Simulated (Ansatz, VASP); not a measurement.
F in VASP and in Ansatz

Contents of INCAR:

```
SYSTEM = F
PREC = Accurate
ENCUT = 520
EDIFF = 1E-6
ISMEAR = 0
SIGMA = 0.05
LREAL = .False.
LASPH = .True.
NELM = 60
ALGO = Normal
ISIF = 2
LWAVE = .False.
LCHARG = .False.
GGA = PS
NBANDS = 22
```

The input KPOINTS:

```
regular mesh
0
Gamma
  4 4 2
  0 0 0
```

POSCAR

```
F
1.0
    3.1573117572     -1.8146152765     -0.2435191204
    3.1573117572      1.8146152765     -0.2435191204
   -2.3740572529      0.0000000000      7.2670371310
F
4
Direct
    0.0848459664      0.0848459664      0.0900077731
    0.9151540336      0.9151540336      0.9099922269
    0.5015719855      0.5015719855      0.5937195244
    0.4984280145      0.4984280145      0.4062804756
```

Input for Ansatz:

```yaml
crystal:
  lattice:
    - [3.1573117572, -1.8146152765, -0.2435191204]
    - [3.1573117572, 1.8146152765, -0.2435191204]
    - [-2.3740572529, 0.0, 7.267037131]
  atoms:
    - { symbol: F, position: [0.0848459664, 0.0848459664, 0.0900077731] }
    - { symbol: F, position: [0.9151540336, 0.9151540336, 0.9099922269] }
    - { symbol: F, position: [0.5015719855, 0.5015719855, 0.5937195244] }
    - { symbol: F, position: [0.4984280145, 0.4984280145, 0.4062804756] }
basis:
  ecutwfc: 520.0
kpoints:
  mp_grid: { grid: [4, 4, 2] }
hamiltonian:
  xc: pbesol
scf:
  occupations: { method: gaussian, width: 0.05 }
output:
  forces: true
  stress: true
  eigenvalues: true
```

Alike in both runs: task single point; functional PBEsol; k mesh 4 × 4 × 2; occupations gaussian, width 0.05 eV; no spin polarisation.

```csv
,VASP,Ansatz
version,VASP 6.6.1,Ansatz 0.2.0
potentials or method,"VASP PAW PBE potentials, release 64 (F), cutoff 520 eV","scalar-relativistic, plane waves, PAW"
valence electrons in the cell,28,28
```

|  | VASP | Ansatz | Ansatz less VASP |
| --- | --- | --- | --- |
| gap on the k mesh at the Fermi level (eV) | 2.83 | 2.90 | +0.073 |
| least direct gap on the mesh (eV) | 2.88 | 2.95 | +0.073 |
| pressure (GPa) | 0.0 | -0.3 | -0.33 |
| traceless stress, the component that is largest in VASP (GPa) | 1.65 | 1.44 | -0.219 |
| rms of the force components (eV/Å) | 0.502 | 0.451 | -0.0514 |

VASP's potentials were made for PBE, not for PBEsol. Atom by atom the forces differ by 0.246 eV/Å (rms over components).

The k mesh is coarse, so the values compare programs but aren't converged.
